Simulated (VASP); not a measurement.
Zr3N2, 10 atoms in the cell. The structure is trigonal, space group R-3c (No. 167). The conventional cell has a = 5.781 Å, b = 5.781 Å, c = 16.079 Å, α = 90.00°, β = 90.00°, γ = 120.00°. Zr (site symmetry 2) has 4 N at 2.33 to 2.35 Å within 3.1 Å. N (site symmetry 3) has 6 Zr at 2.33 to 2.35 Å and 1 N at 2.85 Å within 3.1 Å. 

```yaml
Program: VASP 6.6.1
Task: single point
Functional: PBEsol
Potentials_or_basis: VASP PAW PBE potentials, release 64 (Zr_sv, N)
Cutoff: 520 eV
k_mesh: 12 × 12 × 12
Occupations: gaussian, width 0.1 eV
Spin: no spin polarisation
Dipole_correction: no
Further_INCAR_settings: ALGO = Normal; EDIFF = 1e-06; NBANDS = 57
```

Potentials or basis: VASP PAW PBE potentials, release 64 (Zr_sv, N).

Command:

```bash
$ cat potpaw_PBE.64/Zr_sv/POTCAR potpaw_PBE.64/N/POTCAR > POTCAR
$ mpirun -np 4 vasp_std > vasp.out
```

Hardware: 4 MPI ranks on Intel(R) Xeon(R) Platinum 8488C (Sapphire Rapids) (shared host).

Task: Estimate the wall time of this run.

Result: Run time: 8.6 min on 4 MPI ranks on Intel(R) Xeon(R) Platinum 8488C (Sapphire Rapids) (shared host), peak memory 1.2 GiB a rank. Counts: scf iterations 14, k points 189.
